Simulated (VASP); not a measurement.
Here is a VASP 6.6.1 calculation.

The input INCAR:

```
ALGO = Normal ; EDIFF = 1E-6
ENCUT = 520 ; GGA = PS
ISIF = 2 ; ISMEAR = 0
LASPH = True ; LCHARG = True
LELF = True ; LREAL = False
LVHAR = True ; LWAVE = False
NBANDS = 64 ; NELM = 60
PREC = Accurate ; SIGMA = 0.05
```

File KPOINTS:

```
k-points
0
Gamma
  9 9 1
```

File POSCAR:

```
Te2Mo
1.0
    3.4932091909      0.0000000000      0.0000000000
   -1.7466045954      3.0252079000      0.0000000000
    0.0000000000      0.0000000000     37.5161156315
Te Mo
8 4
Direct
    0.3333333333      0.6666666667      0.8765680681
    0.3333333333      0.6666666667      0.2318351738
    0.6666666667      0.3333333333      0.6719958813
    0.6666666667      0.3333333333      0.0453069351
    0.6666666667      0.3333333333      0.7681648262
    0.6666666667      0.3333333333      0.1415574758
    0.3333333333      0.6666666667      0.9546930649
    0.3333333333      0.6666666667      0.3280041187
    0.3333333333      0.6666666667      0.7200184287
    0.3333333333      0.6666666667      0.0934314856
    0.6666666667      0.3333333333      0.9065685144
    0.6666666667      0.3333333333      0.2799815713
```

Potentials or basis: VASP PAW PBE potentials, release 64 (Te, Mo_sv).

Launch:

```sh
$ cat potpaw_PBE.64/Te/POTCAR potpaw_PBE.64/Mo_sv/POTCAR > POTCAR
$ mpirun -np 1 vasp_std > vasp.out
```

Q: Estimate the band gap on the k mesh.

A: Zero (band 52 reaches 6.65 eV, above the bottom of band 53 at 4.83 eV).

Q: What does it give for the largest force?

A: 11.452 eV/Å.

Forces on the atoms (eV/Å):
```
Te    0.000   0.000 -11.452
Te    0.000   0.000  -0.035
Te    0.000   0.000  -0.038
Te    0.000   0.000  -0.065
Te    0.000   0.000   0.099
Te    0.000   0.000   0.035
Te    0.000   0.000   2.132
Te    0.000   0.000   0.028
Mo    0.000   0.000   0.062
Mo    0.000   0.000   0.001
Mo    0.000   0.000   9.227
Mo    0.000   0.000   0.006
```

Caveat: the cell differs from its parent crystal (atom 1 (Te) moved by +0.000 Å along x and +0.680 Å along [0 0 1]); the PAW data sets were made with another functional, which shifts forces and pressure a little; spin-orbit coupling is left out, which moves the levels of the heavy elements.
